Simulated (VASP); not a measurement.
A run of VASP 6.6.1:

POSCAR

```
TiNi
1.0
    3.0181758030      0.0000000000      0.0000000000
    0.0000000000      3.0181758030      0.0000000000
    0.0000000000      0.0000000000      3.0181758030
Ti Ni
1 1
Direct
    0.5000000000      0.5000000000      0.5000000000
    0.0000000000      0.0000000000      0.0000000000
```

File INCAR.step1:

```
ALGO = Normal
EDIFF = 1E-4
ENCUT = 520
GGA = PE
ISMEAR = 0
LASPH = T
LCHARG = F
LREAL = F
LWAVE = T
NBANDS = 18
NELM = 60
PREC = Accurate
SIGMA = 0.1
```

INCAR.step2

```
ALGO = Normal
EDIFF = 1E-6
ENCUT = 520
ISIF = 2
ISMEAR = 0
ISTART = 1
LASPH = T
LCHARG = T
LELF = T
LMIXTAU = T
LREAL = F
LVHAR = T
LWAVE = F
METAGGA = R2SCAN
NBANDS = 18
NELM = 60
PREC = Accurate
SIGMA = 0.1
```

KPOINTS

```
k-points
0
Gamma
  14 14 14
```

Potentials or basis: VASP PAW PBE potentials, release 64 (Ti_sv, Ni).

Run with:

```console
$ cat potpaw_PBE.64/Ti_sv/POTCAR potpaw_PBE.64/Ni/POTCAR > POTCAR
$ cp INCAR.step1 INCAR
$ mpirun -np 1 vasp_std > vasp.out
$ cp INCAR.step2 INCAR
$ mpirun -np 1 vasp_std > vasp.out
```

Hardware: 1 thread of Intel Xeon 8259CL, with other jobs on the host.

Question: How long does it take, and how much memory?

Answer: Wall time 4.4 min on 1 thread of Intel Xeon 8259CL (shared host), peak memory 0.19 GiB. Counts: k points 120.
